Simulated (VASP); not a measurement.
# NbIn26As27 (a cell with a defect) in VASP: single point with PBE

Aim: the single point of NbIn26As27 (a cell with a defect) with PBE.

Everything below comes from runs of VASP 6.6.1. Logs are shortened: lines on timing, memory, paths and dates and some standing lists are left out, and cuts for length are marked.

## Step 1: The cell of the first run

The cell holds a defect, 54 atoms: a = 12.804 Å, b = 12.804 Å, c = 12.804 Å, α = 60.00°, β = 60.00°, γ = 60.00°.

## Step 2: Single point, PBE, collinear spin, zero start

Contents of INCAR:

```
SYSTEM = NbIn26As27
PREC = Accurate
ENCUT = 400
EDIFF = 1E-6
ISMEAR = 0
SIGMA = 0.05
LREAL = Auto
LASPH = .TRUE.
NELM = 200
ALGO = Normal
ISIF = 2
LWAVE = .FALSE.
LCHARG = .TRUE.
ISPIN = 2
MAGMOM = 0 0 0 0 0 0 0 0 0 0 0 0 0 0 0 0 0 0 0 0 0 0 0 0 0 0 0 0 0 0 0 0 0 0 0 0 0 0 0 0 0 0 0 0 0 0 0 0 0 0 0 0 0 0
LORBIT = 11
LMAXMIX = 4
GGA = PE
LELF = .TRUE.
LVHAR = .TRUE.
NBANDS = 280
GGA_COMPAT = .FALSE.
```

Contents of KPOINTS:

```
Automatic mesh
0
G
  1 1 1
  0 0 0
```

Contents of POSCAR:

```
NbIn26As27
1.0
    0.0000000000      9.0540000000      9.0540000000
    9.0540000000      0.0000000000      9.0540000000
    9.0540000000      9.0540000000      0.0000000000
Nb In As
1 26 27
Direct
    0.0001318735     -0.0001954342      0.0002542525
   -0.0019951749     -0.0017325505      0.3359743749
   -0.0020453785     -0.0018548551      0.6676595635
   -0.0019000411      0.3362630232     -0.0021059909
   -0.0001939607      0.3334751556      0.3333222239
   -0.0020725612      0.3366034432      0.6674614268
   -0.0018674392      0.6676766481     -0.0020465356
   -0.0019083445      0.6680135610      0.3356832712
   -0.0011203317      0.6673725738      0.6665837261
    0.3362514459     -0.0018988661     -0.0018822643
    0.3333329038     -0.0001135001      0.3334215019
    0.3358337106     -0.0018226054      0.6679872202
    0.3334363109      0.3333857148     -0.0002046539
    0.3333133694      0.3334795163      0.3333957799
    0.3349704025      0.3351363425      0.6649330979
    0.3362932315      0.6676437225     -0.0019687616
    0.3350194371      0.6650400025      0.3349912479
    0.3349315363      0.6651103459      0.6650108417
    0.6678492371     -0.0018582813     -0.0018422162
    0.6674162505     -0.0018693885      0.3365398330
    0.6669128040     -0.0010191790      0.6671439370
    0.6677673044      0.3363074330     -0.0020428137
    0.6649838349      0.3350975776      0.3348712379
    0.6649318088      0.3351558394      0.6648967896
    0.6669911052      0.6672624235     -0.0011535993
    0.6649088971      0.6650549627      0.3349762119
    0.6669780832      0.6673587555      0.6668298576
    0.0785513064      0.0786284618      0.0782760154
    0.0827329225      0.0828755991      0.4171915898
    0.0779207558      0.0787218935      0.7650214234
    0.0828403032      0.4171745236      0.0827159124
    0.0827277914      0.4174437870      0.4170190263
    0.0852361523      0.4166983486      0.7489386032
    0.0787418396      0.7644895234      0.0780704600
    0.0852881605      0.7493777792      0.4160289208
    0.0852071004      0.7492670886      0.7489989948
    0.4173634526      0.0827966964      0.0828466267
    0.4169060539      0.0828714977      0.4174762177
    0.4162763662      0.0854211496      0.7492157802
    0.4173207217      0.4171113904      0.0827950744
    0.4164102694      0.4164669375      0.4163600012
    0.4163599279      0.4165254444      0.7507299037
    0.4164173048      0.7492173692      0.0852534680
    0.4163468573      0.7508351425      0.4164347031
    0.4163778795      0.7492899949      0.7491050456
    0.7648687688      0.0784864161      0.0787076520
    0.7490722873      0.0853860502      0.4165256108
    0.7490477067      0.0854388584      0.7492482744
    0.7491787503      0.4166242884      0.0851369085
    0.7507364819      0.4164759369      0.4163267008
    0.7490293087      0.4166559913      0.7490330768
    0.7492158340      0.7492586217      0.0852429976
    0.7491635471      0.7492664022      0.4162413599
    0.7499836022      0.7501276273      0.7499360020
```

Potentials or basis: VASP PAW PBE potentials, release 64 (Nb_sv, In_d, As).

Command:

```
cat potpaw_PBE.64/Nb_sv/POTCAR potpaw_PBE.64/In_d/POTCAR potpaw_PBE.64/As/POTCAR > POTCAR
mpirun -np 1 vasp_gam > vasp.out
```

OUTCAR:

```text
SYSTEM = NbIn26As27
   PREC = Accurate
   ENCUT = 400
   EDIFF = 1E-6
   ISMEAR = 0
   LREAL = Auto
   LASPH = .TRUE.
   NELM = 200
   ISIF = 2
   ISPIN = 2
   LORBIT = 11
   GGA = PE

 ion  position               nearest neighbor table
   1  0.000  1.000  0.000-  30 2.46  46 2.46  28 2.46  34 2.46
   2  0.998  0.998  0.336-  35 2.60  47 2.60  29 2.62  28 2.70
   3  0.998  0.998  0.668-  36 2.60  48 2.60  29 2.62  30 2.70
   4  0.998  0.336  0.998-  49 2.60  33 2.60  31 2.62  28 2.70
   5  1.000  0.333  0.333-  50 2.60  32 2.62  29 2.62  31 2.62
   6  0.998  0.337  0.667-  33 2.60  51 2.60  32 2.62  30 2.70
[... 46 lines left out ...]
  53  0.749  0.749  0.416-  20 2.60   8 2.60  26 2.61  27 2.62
  54  0.750  0.750  0.750-  21 2.60  27 2.60   9 2.60  25 2.60

  LATTYP: Found a face centered cubic cell.
 ALAT       =    18.1080000000

  Lattice vectors:

 A1 = (   0.0000000000,   9.0540000000,   9.0540000000)
 A2 = (   9.0540000000,   0.0000000000,   9.0540000000)
 A3 = (   9.0540000000,   9.0540000000,   0.0000000000)

Analysis of symmetry for initial positions (statically):
=====================================================================
 Subroutine PRICEL returns:
 Original cell was already a primitive cell.

 Routine SETGRP: Setting up the symmetry group for a
 face centered cubic supercell.

 Subroutine GETGRP returns: Found  1 space group operations
 (whereof  1 operations were pure point group operations)
 out of a pool of 48 trial point group operations.

The static configuration has the point symmetry C_1 .

Analysis of symmetry for dynamics (positions and initial velocities):
=====================================================================
 Subroutine PRICEL returns:
 Original cell was already a primitive cell.

 Routine SETGRP: Setting up the symmetry group for a
 face centered cubic supercell.

 Subroutine GETGRP returns: Found  1 space group operations
 (whereof  1 operations were pure point group operations)
 out of a pool of 48 trial point group operations.

The dynamic configuration has the point symmetry C_1 .

Analysis of structural, dynamic, and magnetic symmetry:
=====================================================================
 Subroutine PRICEL returns:
 Original cell was already a primitive cell.

 Routine SETGRP: Setting up the symmetry group for a
 face centered cubic supercell.

 Subroutine GETGRP returns: Found  1 space group operations
 (whereof  1 operations were pure point group operations)
 out of a pool of 48 trial point group operations.

The overall configuration has the point symmetry C_1 .

 Subroutine INISYM returns: Found  1 space group operations
 (whereof  1 operations are pure point group operations),
 and found     1 'primitive' translations

----------------------------------------------------------------------------------------

                                     Primitive cell

  volume of cell :    1484.4018

  direct lattice vectors                    reciprocal lattice vectors
     0.000000000  9.054000000  9.054000000    -0.055224210  0.055224210  0.055224210
     9.054000000  0.000000000  9.054000000     0.055224210 -0.055224210  0.055224210
     9.054000000  9.054000000  0.000000000     0.055224210  0.055224210 -0.055224210

  length of vectors
    12.804289594 12.804289594 12.804289594     0.095651138  0.095651138  0.095651138

  position of ions in fractional coordinates (direct lattice)
     0.000131874  0.999804566  0.000254252
     0.998004825  0.998267449  0.335974375
     0.997954621  0.998145145  0.667659564
     0.998099959  0.336263023  0.997894009
     0.999806039  0.333475156  0.333322224
     0.997927439  0.336603443  0.667461427
[... 46 lines left out ...]
     0.749163547  0.749266402  0.416241360
     0.749983602  0.750127627  0.749936002

  ion indices of the primitive-cell ions
   primitive index   ion index
                 1           1
                 2           2
                 3           3
                 4           4
                 5           5
                 6           6
[... 46 lines left out ...]
                53          53
                54          54

----------------------------------------------------------------------------------------

 KPOINTS: Automatic mesh

Automatic generation of k-mesh.
 Grid dimensions read from file:
 generate k-points for:    1    1    1

 Generating k-lattice:

  Cartesian coordinates                     Fractional coordinates (reciprocal lattice)
    -0.055224210  0.055224210  0.055224210     1.000000000  0.000000000  0.000000000
     0.055224210 -0.055224210  0.055224210     0.000000000  1.000000000  0.000000000
     0.055224210  0.055224210 -0.055224210     0.000000000  0.000000000  1.000000000

  Length of vectors
     0.095651138  0.095651138  0.095651138

  Shift w.r.t. Gamma in fractional coordinates (k-lattice)
     0.000000000  0.000000000  0.000000000

 Subroutine IBZKPT returns following result:
 ===========================================

 Found      1 irreducible k-points:

 Following reciprocal coordinates:
            Coordinates               Weight
  0.000000  0.000000  0.000000      1.000000
   k-points           NKPTS =      1   k-points in BZ     NKDIM =      1   number of bands    NBANDS=    280
   number of dos      NEDOS =    301   number of ions     NIONS =     54
   total plane-waves  NPLWV = 592704
   dimension x,y,z NGX =    84 NGY =   84 NGZ =   84
   dimension x,y,z NGXF=   168 NGYF=  168 NGZF=  168
   ions per type =               1  26  27
   NGX,Y,Z   is equivalent  to a cutoff of  10.91, 10.91, 10.91 a.u.
   NGXF,Y,Z  is equivalent  to a cutoff of  21.81, 21.81, 21.81 a.u.
 SYSTEM =  NbIn26As27
   PREC   = accura    normal or accurate (medium, high low for compatibility)
   ISTART =      0    job   : 0-new  1-cont  2-samecut
   ICHARG =      2    charge: 1-file 2-atom 10-const
   ISPIN  =      2    spin polarized calculation?
   LNONCOLLINEAR =      F non collinear calculations
   LSORBIT =      F    spin-orbit coupling
   LASPH  =      T    aspherical Exc in radial PAW
   ENCUT  =  400.0 eV  29.40 Ry    5.42 a.u.  20.88 20.88 20.88*2*pi/ulx,y,z
   NELM   =    200;   NELMIN=  2; NELMDL= -5     # of ELM steps
   EDIFF  = 0.1E-05   stopping-criterion for ELM
   LREAL  =      T    real-space projection
   EDIFFG = 0.1E-04   stopping-criterion for IOM
   NSW    =      0    number of steps for IOM
   IBRION =     -1    ionic relax: 0-MD 1-quasi-New 2-CG
   NFREE  =      0    steps in history (QN), initial steepest desc. (CG)
   ISIF   =      2    stress and relaxation
   ISYM   =      2    0-nonsym 1-usesym 2-fastsym
   POTIM  = 0.5000    time-step for ionic-motion
   TEBEG  =    0.0;   TEEND  =   0.0 temperature during run
   PSTRESS=    0.0 pullay stress
   NELECT =     486.0000    total number of electrons
   NUPDOWN=      -1.0000    fix difference up-down
   EMIN   =  10.00;   EMAX   =-10.00  energy-range for DOS
   EFERMI =   0.00;   METHOD = LEGACY
   ISMEAR =     0;   SIGMA  =   0.05  broadening in eV -4-tet -1-fermi 0-gaus
   EFERMI_NEDOS =   21; number of points for ismear=-14 and -15
   IALGO  =     38    algorithm
   IMIX   =      4    mixing-type and parameters
     AMIX     =   0.40;   BMIX     =  1.00
     AMIX_MAG =   1.60;   BMIX_MAG =  1.00
  volume/ion in A,a.u.               =      27.49       185.50
  Fermi-wavevector in a.u.,A,eV,Ry     =   1.128331  2.132236 17.321990  1.273130
  Thomas-Fermi vector in A             =   2.265020
   LORBIT       =     11    0 simple, 1 ext, 2 COOP (PROOUT), +10 PAW based schemes
   GGA     = PE    functional components
   LHFCALC =     F    Hartree Fock is set to
   AEXX    =    0.0000 exact exchange contribution
   IVDW    =     0    specifies the selected vdW correction
   LEPSILON=     F    determine dielectric tensor
   LRPA    =     F    only Hartree local field effects (RPA)
 spin polarized calculation
 Gauss-broadening in eV      SIGMA  =   0.05
  energy-cutoff  :      400.00
  volume of cell :     1484.40
 maximum number of plane-waves:     13407
 NGX is ok and might be reduce to    84
   NGX = 41   NGY = 41   NGZ = 41

 number of electron     486.0000039 magnetization      -0.0117216

 number of electron     486.0000039 magnetization       0.0000328

 Free energy of the ion-electron system (eV)
  ---------------------------------------------------
  ext. energy  EPLUGINS =         0.00000000
  ---------------------------------------------------
  free energy    TOTEN  =      -202.85902369 eV

  energy without entropy =     -202.85902369  energy(sigma->0) =     -202.85902369

 E-fermi :   4.7662     XC(G=0):  -9.0759

 val. band max:        4.5594868653   @ k =   0.0000   0.0000   0.0000
 cond. band min:       4.9759035062   @ k =   0.0000   0.0000   0.0000
 fundamental gap:      0.4164166409
 Fermi energy:         4.7661798130

 spin component 1

 k-point     1 :       0.0000    0.0000    0.0000
  band No.  band energies     occupation
      1     -50.6665      1.00000
      2     -26.7927      1.00000
      3     -26.7926      1.00000
      4     -26.7923      1.00000
      5     -10.0156      1.00000
      6     -10.0097      1.00000
[... 247 lines left out ...]
    254       6.2763      0.00000
    255       6.2778      0.00000
 Fermi energy:         4.7661798130

 spin component 2

 k-point     1 :       0.0000    0.0000    0.0000
  band No.  band energies     occupation
      1     -50.6665      1.00000
      2     -26.7927      1.00000
      3     -26.7926      1.00000
      4     -26.7922      1.00000
      5     -10.0156      1.00000
      6     -10.0097      1.00000
[... 247 lines left out ...]
    254       6.2763      0.00000
    255       6.2778      0.00000
 [bands above 255 left out]

------------------------ aborting loop because EDIFF is reached ----------------------------------------

  FORCE on cell =-STRESS in cart. coord.  units (eV):
  Direction    XX          YY          ZZ          XY          YZ          ZX
  --------------------------------------------------------------------------------------
  -------------------------------------------------------------------------------------
  Total       55.1260656     55.1532404     55.1518295      0.0020727      0.0001493     -0.0273700
  in kB       59.4998832     59.5292142     59.5276914      0.0022371      0.0001612     -0.0295416
  external PRESSURE =      59.5189296 kB  Pullay stress =       0.0000000 kB

 VOLUME and BASIS-vectors are now :
 -----------------------------------------------------------------------------
  energy-cutoff  :      400.00
  volume of cell :     1484.40
      direct lattice vectors                 reciprocal lattice vectors
     0.000000000  9.054000000  9.054000000    -0.055224210  0.055224210  0.055224210
     9.054000000  0.000000000  9.054000000     0.055224210 -0.055224210  0.055224210
     9.054000000  9.054000000  0.000000000     0.055224210  0.055224210 -0.055224210

 POSITION                                       TOTAL-FORCE (eV/Angst)
 -----------------------------------------------------------------------------------
      9.05453      0.00350      9.05342         0.001136     -0.017902      0.003369
     12.08023     12.07785     18.07425         0.007753      0.006700     -0.005793
     15.08220     15.08047     18.07269         0.001268     -0.000537     -0.003388
     12.07946     18.07173     12.08132         0.006159     -0.011680      0.007818
      6.03718     12.07014     12.07153        -0.002379      0.001108      0.001949
      9.09080     15.07843     12.08284         0.003896      0.000473     -0.001558
[... 46 lines left out ...]
     10.55251     10.55158     13.56678         0.000413     -0.001696      0.004710
     13.58158     13.58027     13.58201        -0.001287      0.001346     -0.002224
 -----------------------------------------------------------------------------------
    total drift:                                0.001418      0.007401     -0.001415

  FREE ENERGIE OF THE ION-ELECTRON SYSTEM (eV)
  ---------------------------------------------------
  free  energy   TOTEN  =      -202.8590236903 eV

  energy  without entropy=     -202.8590236879  energy(sigma->0) =     -202.85902369

 total charge

# of ion       s       p       d       tot
------------------------------------------
    1        2.194   5.984   2.538  10.716
    2        0.841   0.723   9.889  11.453
    3        0.841   0.723   9.889  11.453
    4        0.841   0.723   9.889  11.453
    5        0.831   0.752   9.892  11.476
    6        0.841   0.723   9.889  11.453
[... 46 lines left out ...]
   53        1.211   1.618   0.020   2.849
   54        1.207   1.631   0.020   2.859
--------------------------------------------------
tot         56.655  68.890 260.263 385.808

 magnetization (x)

# of ion       s       p       d       tot
------------------------------------------
    1       -0.000   0.000   0.000   0.000
    2       -0.000   0.000   0.000   0.000
    3       -0.000  -0.000  -0.000  -0.000
    4       -0.000   0.000  -0.000  -0.000
    5       -0.000   0.000   0.000   0.000
    6        0.000  -0.000   0.000  -0.000
[... 46 lines left out ...]
   53        0.000   0.000   0.000   0.000
   54        0.000   0.000   0.000   0.000
--------------------------------------------------
tot          0.000   0.000   0.000   0.000
```

Run time: 46 min. Hardware: 1 thread of Intel Xeon 8259CL, shared host; peak memory 1.5 GiB.

What came out:

- Free energy: -202.8590 eV
- Pressure: 6.0 GPa
- Largest force: 0.027 eV/Å
- Net moment: 0.00 μB per cell
- Valence electrons inside the program's atomic spheres: Nb 10.72; In 11.45, 11.48, 11.47, 11.49 (each value once); As 2.85, 2.84, 2.86 (each value once)

Forces in eV/Å, atoms in the order of the input:
```
Nb   0.001 -0.018  0.003
In   0.008  0.007 -0.006
In   0.001 -0.001 -0.003
In   0.006 -0.012  0.008
In  -0.002  0.001  0.002
In   0.004  0.000 -0.002
In  -0.010 -0.012 -0.009
In   0.007  0.009 -0.009
In   0.003  0.002 -0.006
In  -0.005  0.006  0.007
In   0.004 -0.001  0.003
In   0.000  0.002  0.001
In   0.002  0.003 -0.001
In  -0.003 -0.002 -0.002
In   0.001 -0.001  0.000
In  -0.010  0.010  0.010
In  -0.001 -0.001  0.000
In  -0.002  0.000 -0.001
In  -0.002  0.000  0.001
In   0.002  0.002 -0.001
In   0.001  0.003  0.000
In   0.001 -0.001  0.007
In   0.001  0.000  0.001
In   0.001  0.000  0.001
In  -0.005 -0.001  0.003
In  -0.001  0.001  0.001
In  -0.001  0.006 -0.001
As  -0.015 -0.011 -0.014
As  -0.003 -0.003  0.005
As   0.010  0.019 -0.015
As   0.001  0.008  0.001
As  -0.008 -0.002  0.002
As   0.003  0.000 -0.003
As   0.021 -0.011  0.012
As  -0.001 -0.003  0.000
As   0.005  0.002  0.000
As   0.006 -0.003 -0.002
As  -0.003 -0.007  0.003
As   0.000  0.001 -0.004
As   0.005 -0.004 -0.007
As   0.007  0.005  0.007
As  -0.005 -0.005  0.005
As   0.001 -0.004 -0.002
As  -0.004  0.006 -0.008
As   0.005 -0.001 -0.003
As  -0.022  0.010  0.012
As  -0.005  0.000 -0.001
As  -0.001  0.002 -0.001
As  -0.003  0.001  0.000
As   0.004 -0.007 -0.004
As   0.002  0.002  0.001
As  -0.001  0.001  0.005
As   0.000 -0.002  0.005
As  -0.001  0.001 -0.002
```

Caveat: the k points lie up to 0.60 Å⁻¹ apart; spin-orbit coupling is left out, which moves the levels of the heavy elements.
